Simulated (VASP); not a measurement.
A run of VASP 6.6.1:

Contents of INCAR:

```
PREC     = Accurate       # precision mode
ENCUT    = 520            # plane-wave cutoff, eV
EDIFF    = 1E-8           # SCF threshold, eV
ISMEAR   = -1             # smearing method
SIGMA    = 0.05           # smearing width, eV
LREAL    = False          # projectors in reciprocal space
LASPH    = True           # aspherical terms in the spheres
NELM     = 150            # most SCF steps
ALGO     = Normal         # electronic algorithm
ISIF     = 2              # what is computed and relaxed
LWAVE    = False          # write WAVECAR
LCHARG   = True           # write CHGCAR
ISPIN    = 2              # spin polarisation
MAGMOM   = 2 0            # initial moments
LORBIT   = 11             # projections on sites
LMAXMIX  = 4              # l up to which the mixer works
GGA      = PS             # functional
IBRION   = 8              # ionic algorithm
NSW      = 1              # ionic steps
```

KPOINTS

```
regular mesh
0
Gamma
  10 10 10
```

File POSCAR:

```
CoO
1.0
    0.0000000000      2.1315000000      2.1315000000
    2.1315000000      0.0000000000      2.1315000000
    2.1315000000      2.1315000000      0.0000000000
Co O
1 1
Direct
    0.0000000000      0.0000000000      0.0000000000
    0.5000000000      0.5000000000      0.5000000000
```

Potentials or basis: VASP PAW PBE potentials, release 64 (Co, O).

Run with:

```bash
$ cat potpaw_PBE.64/Co/POTCAR potpaw_PBE.64/O/POTCAR > POTCAR
$ mpirun -np 1 vasp_std > vasp.out
```

Hardware: 1 thread of AMD EPYC 7R13 (shared host).

**Question.** Estimate the wall time of this run.

**Answer.** Run time: 8.1 min on 1 thread of AMD EPYC 7R13, on a shared host, peak memory 0.22 GiB. Counts: scf iterations 55, k points 47.
